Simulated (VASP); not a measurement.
A run of VASP 6.6.1:

Contents of POSCAR:

```
HgTe
1.0
    0.0000000000      3.1800000000      3.1800000000
    3.1800000000      0.0000000000      3.1800000000
    3.1800000000      3.1800000000      0.0000000000
Hg Te
1 1
Direct
    0.0000000000      0.0000000000      0.0000000000
    0.5000000000      0.5000000000      0.5000000000
```

The input INCAR.step1:

```
ALGO = Normal ; EDIFF = 1E-6
ENCUT = 400 ; GGA = PE
GGA_COMPAT = False ; ISIF = 2
ISMEAR = 0 ; LASPH = True
LCHARG = True ; LORBIT = 11
LREAL = False ; LWAVE = False
NBANDS = 16 ; NEDOS = 2001
NELM = 120 ; PREC = Accurate
SIGMA = 0.05
```

KPOINTS.step1

```
k-points
0
Gamma
  8 8 8
```

File INCAR.step2:

```
ALGO = Normal ; EDIFF = 1E-6
ENCUT = 400 ; GGA = PE
GGA_COMPAT = False ; ICHARG = 11
ISIF = 2 ; ISMEAR = -5
LASPH = True ; LCHARG = False
LORBIT = 10 ; LREAL = False
LWAVE = False ; NBANDS = 16
NEDOS = 1001 ; NELM = 120
PREC = Accurate ; SIGMA = 0.05
```

KPOINTS.step2

```
k-points
0
Gamma
  12 12 12
```

Potentials or basis: VASP PAW PBE potentials, release 64 (Hg, Te).

Launch:

```console
$ cat potpaw_PBE.64/Hg/POTCAR potpaw_PBE.64/Te/POTCAR > POTCAR
$ cp INCAR.step1 INCAR
$ cp KPOINTS.step1 KPOINTS
$ mpirun -np 1 vasp_std > vasp.out
$ cp INCAR.step2 INCAR
$ cp KPOINTS.step2 KPOINTS
$ mpirun -np 1 vasp_std > vasp.out
```

Hardware: 1 thread of Intel Xeon 8259CL, with other jobs on the host.

Q: How long does it take, and how much memory?

A: Run time: 71 s on 1 thread of Intel Xeon 8259CL, on a shared host, peak memory 0.19 GiB. Counts: k points 72.
